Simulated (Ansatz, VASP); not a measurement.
**Au in VASP and in Ansatz**

```
Au
1.0
     3.90067    0.00000    0.00000
     0.00000    3.90067    0.00000
     0.00000    0.00000    3.90067
Au
3
Direct
  0.50000 0.00000 0.00000
  0.00000 0.50000 0.00000
  0.00000 0.00000 0.50000
```

Alike in both runs: task single point; functional PBE; k mesh 12 × 12 × 12; occupations gaussian, width 0.1 eV; no spin polarisation.

|  | VASP | Ansatz |
| --- | --- | --- |
| version | VASP 6.6.1 | Ansatz 0.2.0 |
| potentials or method | VASP PAW PBE potentials, release 64 (Au), cutoff 520 eV | scalar-relativistic, plane waves, PAW |
| valence electrons in the cell | 33 | 57 |

```tsv
	VASP	Ansatz	Ansatz less VASP
gap on the k mesh at the Fermi level (eV)	none	none	-
pressure (GPa)	8.0	8.2	+0.26
```

A gap of «none» marks a metal or a gap that the smearing closes. With one functional, cell and mesh, what is left measures potentials, basis and numerics. VASP's potentials hold 33 valence electrons a cell and Ansatz's 57, so a difference there can come from the potentials and not from the codes.

Spin-orbit coupling is off throughout.
